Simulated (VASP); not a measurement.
# Sn in VASP: a series of runs

Runs on Sn. Level: PBEsol. Tasks: single point, relaxation of cell and atoms.

Program: VASP 6.6.1. These are calculated values, not measurements. Logs are shortened: lines on timing, memory, paths and dates and some standing lists are left out, and cuts for length are marked.

**1. The cell of the first run**

The typed cell holds 1 atom: a = 3.233 Å, b = 3.233 Å, c = 3.233 Å, α = 109.47°, β = 109.47°, γ = 109.47°.

This isn't the form of Sn at room conditions, which is tetragonal (white tin).

**2. Single point, PBEsol**

Input file INCAR:

```
ALGO = Fast
EDIFF = 1E-7
ENCUT = 520
GGA = PS
ISIF = 2
ISMEAR = 0
LASPH = True
LCHARG = True
LELF = True
LREAL = False
LVHAR = True
LWAVE = False
NBANDS = 13
NELM = 100
PREC = Accurate
SIGMA = 0.15
```

Input file KPOINTS:

```
k-points
0
Gamma
  12 12 12
```

Input file POSCAR:

```
Sn
1.0
   -1.8665778875      1.8665406210      1.8665105520
    1.8665800352     -1.8665272289      1.8664987297
    1.8665890468      1.8665378112     -1.8664983053
Sn
1
Direct
    0.0000000000      0.0000000000      0.0000000000
```

Potentials or basis: VASP PAW PBE potentials, release 64 (Sn_d).

Run with:

```console
$ cat potpaw_PBE.64/Sn_d/POTCAR > POTCAR
$ mpirun -np 1 vasp_std > vasp.out
```

OUTCAR:

```text
EDIFF = 1E-7
   ENCUT = 520
   GGA = PS
   ISIF = 2
   ISMEAR = 0
   LASPH = True
   LREAL = False
   NELM = 100
   PREC = Accurate

 ion  position               nearest neighbor table
   1  0.000  0.000  0.000-

  LATTYP: Found a base centered monoclinic cell.
 ALAT       =     5.2793835330
 B/A-ratio  =     0.7071049885
 C/A-ratio  =     0.7070918903
 COS(beta)  =    -0.7070914030

  Lattice vectors:

 A1 = (   1.8665778875,  -1.8665406210,  -1.8665105520)
 A2 = (   1.8665890468,   1.8665378112,  -1.8664983053)
 A3 = (   0.0000021477,   0.0000133921,   3.7330092817)

Analysis of symmetry for initial positions (statically):
=====================================================================
 Subroutine PRICEL returns:
 Original cell was already a primitive cell.

 Routine SETGRP: Setting up the symmetry group for a
 base centered monoclinic supercell.

 Subroutine GETGRP returns: Found  4 space group operations
 (whereof  4 operations were pure point group operations)
 out of a pool of  4 trial point group operations.

The static configuration has the point symmetry C_2h.

Analysis of symmetry for dynamics (positions and initial velocities):
=====================================================================
 Subroutine PRICEL returns:
 Original cell was already a primitive cell.

 Routine SETGRP: Setting up the symmetry group for a
 base centered monoclinic supercell.

 Subroutine GETGRP returns: Found  4 space group operations
 (whereof  4 operations were pure point group operations)
 out of a pool of  4 trial point group operations.

The dynamic configuration has the point symmetry C_2h.

 Subroutine INISYM returns: Found  4 space group operations
 (whereof  4 operations are pure point group operations),
 and found     1 'primitive' translations

----------------------------------------------------------------------------------------

                                     Primitive cell

  volume of cell :      26.0120

  direct lattice vectors                    reciprocal lattice vectors
    -1.866577888  1.866540621  1.866510552    -0.000000790  0.267874554  0.267879434
     1.866580035 -1.866527229  1.866498730     0.267868898 -0.000001680  0.267880241
     1.866589047  1.866537811 -1.866498305     0.267868169  0.267874632 -0.000001115

  length of vectors
     3.232947346  3.232934028  3.232945096     0.378835278  0.378831849  0.378827367

  position of ions in fractional coordinates (direct lattice)
     0.000000000  0.000000000  0.000000000

  ion indices of the primitive-cell ions
   primitive index   ion index
                 1           1

----------------------------------------------------------------------------------------

 KPOINTS: k-points

Automatic generation of k-mesh.
 Grid dimensions read from file:
 generate k-points for:   12   12   12

 Generating k-lattice:

  Cartesian coordinates                     Fractional coordinates (reciprocal lattice)
    -0.000000066  0.022322879  0.022323286     0.083333333  0.000000000  0.000000000
     0.022322408 -0.000000140  0.022323353     0.000000000  0.083333333  0.000000000
     0.022322347  0.022322886 -0.000000093     0.000000000 -0.000000000  0.083333333

  Length of vectors
     0.031569606  0.031569321  0.031568947

  Shift w.r.t. Gamma in fractional coordinates (k-lattice)
     0.000000000  0.000000000  0.000000000

 Subroutine IBZKPT returns following result:
 ===========================================

 Found    476 irreducible k-points:

 Following reciprocal coordinates:
            Coordinates               Weight
  0.000000  0.000000  0.000000      1.000000
  0.083333  0.000000  0.000000      4.000000
  0.166667 -0.000000  0.000000      4.000000
  0.250000 -0.000000  0.000000      4.000000
  0.333333 -0.000000  0.000000      4.000000
  0.416667  0.000000  0.000000      4.000000
[... 16 lines left out ...]
  0.083333 -0.416667  0.333333      4.000000
 -0.333333  0.083333 -0.000000      4.000000
 [... further k-points ...]
   k-points           NKPTS =    476   k-points in BZ     NKDIM =    476   number of bands    NBANDS=     13
   number of dos      NEDOS =    301   number of ions     NIONS =      1
   total plane-waves  NPLWV =  13824
   dimension x,y,z NGX =    24 NGY =   24 NGZ =   24
   dimension x,y,z NGXF=    48 NGYF=   48 NGZF=   48
   ions per type =               1
   NGX,Y,Z   is equivalent  to a cutoff of  12.34, 12.34, 12.34 a.u.
   NGXF,Y,Z  is equivalent  to a cutoff of  24.68, 24.68, 24.68 a.u.
 SYSTEM =  unknown system
   PREC   = accura    normal or accurate (medium, high low for compatibility)
   ISTART =      0    job   : 0-new  1-cont  2-samecut
   ICHARG =      2    charge: 1-file 2-atom 10-const
   ISPIN  =      1    spin polarized calculation?
   LNONCOLLINEAR =      F non collinear calculations
   LSORBIT =      F    spin-orbit coupling
   LASPH  =      T    aspherical Exc in radial PAW
   ENCUT  =  520.0 eV  38.22 Ry    6.18 a.u.   6.01  6.01  6.01*2*pi/ulx,y,z
   NELM   =    100;   NELMIN=  2; NELMDL= -5     # of ELM steps
   EDIFF  = 0.1E-06   stopping-criterion for ELM
   LREAL  =      F    real-space projection
   EDIFFG = 0.1E-05   stopping-criterion for IOM
   NSW    =      0    number of steps for IOM
   IBRION =     -1    ionic relax: 0-MD 1-quasi-New 2-CG
   NFREE  =      0    steps in history (QN), initial steepest desc. (CG)
   ISIF   =      2    stress and relaxation
   ISYM   =      2    0-nonsym 1-usesym 2-fastsym
   POTIM  = 0.5000    time-step for ionic-motion
   TEBEG  =    0.0;   TEEND  =   0.0 temperature during run
   PSTRESS=    0.0 pullay stress
   NELECT =      14.0000    total number of electrons
   NUPDOWN=      -1.0000    fix difference up-down
   EMIN   =  10.00;   EMAX   =-10.00  energy-range for DOS
   EFERMI =   0.00;   METHOD = LEGACY
   ISMEAR =     0;   SIGMA  =   0.15  broadening in eV -4-tet -1-fermi 0-gaus
   EFERMI_NEDOS =   21; number of points for ismear=-14 and -15
   IALGO  =     68    algorithm
   IMIX   =      4    mixing-type and parameters
     AMIX     =   0.40;   BMIX     =  1.00
     AMIX_MAG =   1.60;   BMIX_MAG =  1.00
  volume/ion in A,a.u.               =      26.01       175.54
  Fermi-wavevector in a.u.,A,eV,Ry     =   1.331659  2.516470 24.127410  1.773315
  Thomas-Fermi vector in A             =   2.460653
   LORBIT       =      0    0 simple, 1 ext, 2 COOP (PROOUT), +10 PAW based schemes
   GGA     = PS    functional components
   LHFCALC =     F    Hartree Fock is set to
   AEXX    =    0.0000 exact exchange contribution
   IVDW    =     0    specifies the selected vdW correction
   LEPSILON=     F    determine dielectric tensor
   LRPA    =     F    only Hartree local field effects (RPA)
 non-spin polarized calculation
 RMM-DIIS sequential band-by-band and
 Gauss-broadening in eV      SIGMA  =   0.15
  energy-cutoff  :      520.00
  volume of cell :       26.01
 maximum number of plane-waves:       715
   NGX = 13   NGY = 13   NGZ = 13

 number of electron      13.9999990 magnetization

 Free energy of the ion-electron system (eV)
  ---------------------------------------------------
  ext. energy  EPLUGINS =         0.00000000
  ---------------------------------------------------
  free energy    TOTEN  =        -4.23620941 eV

  energy without entropy =       -4.23158599  energy(sigma->0) =       -4.23389770

 E-fermi :   8.5173     XC(G=0): -10.7146

 val. band max:        8.4540074005   @ k =  -0.4167   0.4167   0.4167
 cond. band min:       8.5545255029   @ k =   0.1667  -0.4167   0.0833
 fundamental gap:      0.1005181024
 Fermi energy:         8.5173272122

 k-point     1 :       0.0000    0.0000    0.0000
  band No.  band energies     occupation
      1     -13.0122      2.00000
      2     -13.0122      2.00000
      3     -13.0121      2.00000
      4     -12.8525      2.00000
      5     -12.8524      2.00000
      6      -2.9575      2.00000
      7      16.8323      0.00000
      8      16.8325      0.00000
      9      16.8326      0.00000
     10      20.6815      0.00000
     11      20.6818      0.00000
     12      20.6821      0.00000
     13      21.5526      0.00000

 k-point     2 :       0.0833    0.0000    0.0000
  band No.  band energies     occupation
      1     -13.0158      2.00000
      2     -13.0071      2.00000
      3     -12.9954      2.00000
      4     -12.8565      2.00000
      5     -12.8529      2.00000
      6      -2.8004      2.00000
      7      15.4890      0.00000
      8      16.2074      0.00000
      9      16.6039      0.00000
     10      19.4095      0.00000
     11      19.7355      0.00000
     12      20.4169      0.00000
     13      22.1973      0.00000

 k-point     3 :       0.1667   -0.0000    0.0000
  band No.  band energies     occupation
      1     -13.0257      2.00000
      2     -12.9951      2.00000
      3     -12.9494      2.00000
      4     -12.8661      2.00000
      5     -12.8541      2.00000
      6      -2.3277      2.00000
      7      12.8332      0.00000
      8      15.0155      0.00000
      9      15.9878      0.00000
     10      18.3680      0.00000
     11      18.7069      0.00000
     12      20.4471      0.00000
     13      22.6250      0.00000

 k-point     4 :       0.2500   -0.0000    0.0000
  band No.  band energies     occupation
      1     -13.0392      2.00000
      2     -12.9854      2.00000
      3     -12.8858      2.00000
      4     -12.8737      2.00000
      5     -12.8557      2.00000
      6      -1.5385      2.00000
      7      10.0592      0.00000
      8      13.8698      0.00000
      9      15.2428      0.00000
     10      17.6108      0.00000
     11      17.9059      0.00000
     12      21.0311      0.00000
     13      23.1115      0.00000

 k-point     5 :       0.3333   -0.0000    0.0000
  band No.  band energies     occupation
      1     -13.0526      2.00000
      2     -12.9860      2.00000
      3     -12.8720      2.00000
      4     -12.8572      2.00000
      5     -12.8212      2.00000
      6      -0.4398      2.00000
      7       7.4694      2.00000
      8      12.9732      0.00000
      9      14.6060      0.00000
     10      17.0872      0.00000
     11      17.3388      0.00000
     12      22.0066      0.00000
     13      23.7102      0.00000
[... 257 lines left out ...]
 k-point    22 :      -0.4167    0.0833   -0.0000
  band No.  band energies     occupation
      1     -13.0509      2.00000
      2     -12.9852      2.00000
      3     -12.8709      2.00000
      4     -12.8598      2.00000
      5     -12.7975      2.00000
      6       0.3296      2.00000
      7       6.3813      2.00000
      8      11.7368      0.00000
      9      13.7467      0.00000
     10      17.3214      0.00000
     11      18.6115      0.00000
     12      21.7884      0.00000
     13      24.7628      0.00000

 k-point    23 :       0.0833   -0.4167    0.3333
  band No.  band energies     occupation
      1     -13.0508      2.00000
      2     -12.9853      2.00000
      3     -12.8709      2.00000
      4     -12.8597      2.00000
      5     -12.7975      2.00000
      6       0.3297      2.00000
      7       6.3813      2.00000
      8      11.7367      0.00000
      9      13.7467      0.00000
     10      17.3213      0.00000
     11      18.6114      0.00000
     12      21.7882      0.00000
     13      24.7626      0.00000

 k-point    24 :      -0.3333    0.0833   -0.0000
  band No.  band energies     occupation
      1     -13.0396      2.00000
      2     -12.9841      2.00000
      3     -12.8768      2.00000
      4     -12.8589      2.00000
      5     -12.8484      2.00000
      6      -0.9093      2.00000
      7       8.7965      0.00850
      8      12.4560      0.00000
      9      14.2971      0.00000
     10      17.7516      0.00000
     11      18.9479      0.00000
     12      20.8352      0.00000
     13      24.3237      0.00000

 [... further k-points ...]

------------------------ aborting loop because EDIFF is reached ----------------------------------------

  FORCE on cell =-STRESS in cart. coord.  units (eV):
  Direction    XX          YY          ZZ          XY          YZ          ZX
  --------------------------------------------------------------------------------------
  -------------------------------------------------------------------------------------
  Total       -0.0032063     -0.0030324     -0.0029438     -0.0000000     -0.0000000      0.0000483
  in kB       -0.1974893     -0.1867744     -0.1813196     -0.0000011     -0.0000013      0.0029755
  external PRESSURE =      -0.1885278 kB  Pullay stress =       0.0000000 kB

 VOLUME and BASIS-vectors are now :
 -----------------------------------------------------------------------------
  energy-cutoff  :      520.00
  volume of cell :       26.01
      direct lattice vectors                 reciprocal lattice vectors
    -1.866577888  1.866540621  1.866510552    -0.000000790  0.267874554  0.267879434
     1.866580035 -1.866527229  1.866498730     0.267868898 -0.000001680  0.267880241
     1.866589047  1.866537811 -1.866498305     0.267868169  0.267874632 -0.000001115

 POSITION                                       TOTAL-FORCE (eV/Angst)
 -----------------------------------------------------------------------------------
      0.00000      0.00000      0.00000         0.000000     -0.000000      0.000000
 -----------------------------------------------------------------------------------
    total drift:                               -0.000000      0.000000      0.000000

  FREE ENERGIE OF THE ION-ELECTRON SYSTEM (eV)
  ---------------------------------------------------
  free  energy   TOTEN  =        -4.2362094144 eV

  energy  without entropy=       -4.2315859893  energy(sigma->0) =       -4.23389770
```

Wall time 58 s (1 thread of Intel Xeon Platinum 8559C (Emerald Rapids), shared host); peak memory 0.25 GiB.

What came out:

```yaml
Free_energy: -4.2362 eV
Pressure: 0.0 GPa
Band_gap_on_the_k_mesh: zero (bands 7 and 8 overlap by 10.98 eV)
```

Caveat: the PAW data sets were made with another functional, which shifts forces and pressure a little; spin-orbit coupling is left out, which moves the levels of the heavy elements.

**3. Single point, PBEsol**

This run uses another cell than the first one, of 26.24 Å³/atom.

Input file INCAR:

```
PREC = Accurate ; ENCUT = 520
EDIFF = 1E-7 ; ISMEAR = 0
SIGMA = 0.15 ; LREAL = False
LASPH = True ; NELM = 60
ALGO = Fast ; ISIF = 2
LWAVE = False ; LCHARG = False
GGA = PS ; NBANDS = 13
```

Input file KPOINTS:

```
Automatic mesh
0
Gamma
  12 12 12
```

Input file POSCAR:

```
Sn
1.0
   -1.8289851493      1.9094998554      1.8832405702
    1.8665942890     -1.8458980203      1.8572478747
    1.8504373365      1.8673502074     -1.8196387350
Sn
1
Direct
    0.0000000000      0.0000000000      0.0000000000
```

Potentials or basis: VASP PAW PBE potentials, release 64 (Sn_d).

Run with:

```console
$ cat potpaw_PBE.64/Sn_d/POTCAR > POTCAR
$ mpirun -np 1 vasp_std > vasp.out
```

It took 1.7 min on 1 thread of Intel Xeon Platinum 8559C (Emerald Rapids), shared host; peak memory 0.36 GiB.

Results (log left out):

```
Free energy            : -4.2323 eV
Pressure               : -0.3 GPa
Band gap on the k mesh : zero (bands 7 and 8 overlap by 10.43 eV)
```

Stress tensor (GPa, compression positive):
```
-0.24  0.06 -0.31
 0.06 -0.49 -0.71
-0.31 -0.71 -0.27
```

Levels at points of the mesh, in eV from the Fermi level:
```
           k point  band 3  band 4  band 5  band 6  band 7  band 8  band 9  band 10  band 11  band 12
(0.00, 0.00, 0.00)  -21.46  -21.33  -21.32  -11.37    7.81    8.34    8.55    12.01    12.23    12.51
(0.50, 0.00, 0.00)  -21.33  -21.32  -21.24   -6.79   -4.71    4.06    5.80     8.47     8.69    15.48
(0.00, 0.50, 0.00)  -21.33  -21.33  -21.24   -6.57   -4.64    3.74    5.50     8.00     8.50    15.77
(0.50, 0.50, 0.00)  -21.34  -21.33  -21.23   -6.39   -4.59    3.50    5.68     7.65     8.83    15.03
(0.00, 0.00, 0.50)  -21.34  -21.33  -21.23   -6.56   -4.65    3.81    5.62     8.19     8.53    15.31
(0.50, 0.00, 0.50)  -21.34  -21.33  -21.22   -6.25   -4.54    3.35    5.44     7.54     8.53    15.26
(0.00, 0.50, 0.50)  -21.34  -21.34  -21.22   -6.25   -4.56    3.50    5.62     7.83     8.59    14.62
(0.50, 0.50, 0.50)  -21.28  -21.25  -21.24   -2.30   -0.78   -0.50   -0.29     3.77     3.90    18.25
```

Caveat: the PAW data sets were made with another functional, which shifts forces and pressure a little; spin-orbit coupling is left out, which moves the levels of the heavy elements.

(Continued in part 2 of 2.)
